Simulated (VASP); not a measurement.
A run of VASP 6.6.1 is set up as follows.

The input INCAR:

```
SYSTEM = SiNi
  ALGO = Normal
  EDIFF = 1E-6
  ENCUT = 520
  GGA = PE
  ISIF = 2
  ISMEAR = -1
  LASPH = .True.
  LCHARG = .False.
  LREAL = .False.
  LWAVE = .False.
  NBANDS = 14
  NELM = 80
  PREC = Accurate
  SIGMA = 0.08
```

The input KPOINTS:

```
k-points
0
Gamma
  16 16 14
  0 0 0
```

POSCAR

```
SiNi
1.0
    2.4875289832      0.0000000000      0.0000000000
   -1.2437644916      2.1542632921      0.0000000000
    0.0000000000      0.0000000000      3.5096121413
Ni Si
1 1
Direct
    0.0000000000      0.0000000000      0.0000000000
    0.3333333333      0.6666666667      0.5000000000
```

Potentials or basis: VASP PAW PBE potentials, release 64 (Ni, Si).

The run is started by

```bash
$ cat potpaw_PBE.64/Ni/POTCAR potpaw_PBE.64/Si/POTCAR > POTCAR
$ mpirun -np 1 vasp_std > vasp.out
```

What does it give for the band gap on the k mesh?

Zero (band 7 reaches 15.86 eV, above the bottom of band 8 at 14.42 eV).

Predict the pressure.

60.9 GPa.

Stress tensor (GPa, compression positive):
```
60.77  0.00  0.00
 0.00 60.77  0.00
 0.00  0.00 61.17
```

Spin polarisation is off, so any magnetic state and its effect on volume and gap are missing.
